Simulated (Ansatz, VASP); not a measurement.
Na: VASP beside Ansatz

INCAR

```
SYSTEM = Na
PREC     = Accurate       ! precision mode
ENCUT    = 520            ! plane-wave cutoff, eV
EDIFF    = 1E-7           ! SCF threshold, eV
ISMEAR   = 0              ! smearing method
SIGMA    = 0.15           ! smearing width, eV
LREAL    = .FALSE.        ! projectors in reciprocal space
LASPH    = .TRUE.         ! aspherical terms in the spheres
NELM     = 80             ! most SCF steps
ALGO     = Fast           ! electronic algorithm
ISIF     = 2              ! what is computed and relaxed
LWAVE    = .FALSE.        ! write WAVECAR
LCHARG   = .TRUE.         ! write CHGCAR
GGA      = CA             ! functional
LELF     = .TRUE.         ! ELF
LVHAR    = .TRUE.       
NBANDS   = 14             ! bands
```

KPOINTS

```
regular mesh
0
G
  15 15 8
  0 0 0
```

The input POSCAR:

```
Na
1.0
    3.6209798977      0.0000000000      0.0000000000
   -1.8104899489      3.1358605780      0.0000000000
    0.0000000000      0.0000000000      5.8981745703
Na
2
Direct
    0.3333333333      0.6666666667      0.2253652595
    0.6666666667      0.3333333333      0.7746347405
```

Input for Ansatz:

```yaml
crystal:
  lattice:
    - [3.6209798977, 0.0, 0.0]
    - [-1.8104899489, 3.135860578, 0.0]
    - [0.0, 0.0, 5.8981745703]
  atoms:
    - { symbol: Na, position: [0.3333333333, 0.6666666667, 0.2253652595] }
    - { symbol: Na, position: [0.6666666667, 0.3333333333, 0.7746347405] }
basis:
  ecutwfc: 520.0
kpoints:
  mp_grid: { grid: [15, 15, 8] }
hamiltonian:
  xc: lda
  pseudopotentials: { kind: paw }
scf:
  occupations: { method: gaussian, width: 0.15 }
output:
  forces: true
  stress: true
  eigenvalues: true
  write_density: true
  write_potential: true
  elf: true
  volumetric_format: npy
```

Change from the starting cell: mode 4 frozen in at +0.000 Å and mode 6 at -0.145 Å (largest displacements).

Alike in both runs: task single point; functional LDA; k mesh 15 × 15 × 8; occupations gaussian, width 0.15 eV; no spin polarisation.

|  | VASP | Ansatz |
| --- | --- | --- |
| version | VASP 6.6.1 | Ansatz 0.2.0 |
| potentials or method | VASP PAW LDA potentials, release 64 (Na_pv), cutoff 520 eV | scalar-relativistic, plane waves, PAW |
| valence electrons in the cell | 14 | 18 |

```csv
,VASP,Ansatz,Ansatz less VASP
gap on the k mesh at the Fermi level (eV),none,none,-
pressure (GPa),0.3,0.2,-0.08
"traceless stress, the component that is largest in VASP (GPa)",0.08,0.08,-0.001
rms of the force components (eV/Å),0.138,0.137,-0.0003
```

LDA's correlation is that of Perdew and Zunger in VASP and of Perdew and Wang (1992) in Ansatz. Atom by atom the forces differ by 0.000 eV/Å (rms over components). A gap of «none» marks a metal or a gap that the smearing closes. VASP's potentials hold 14 valence electrons a cell and Ansatz's 18, so a difference there can come from the potentials and not from the codes.
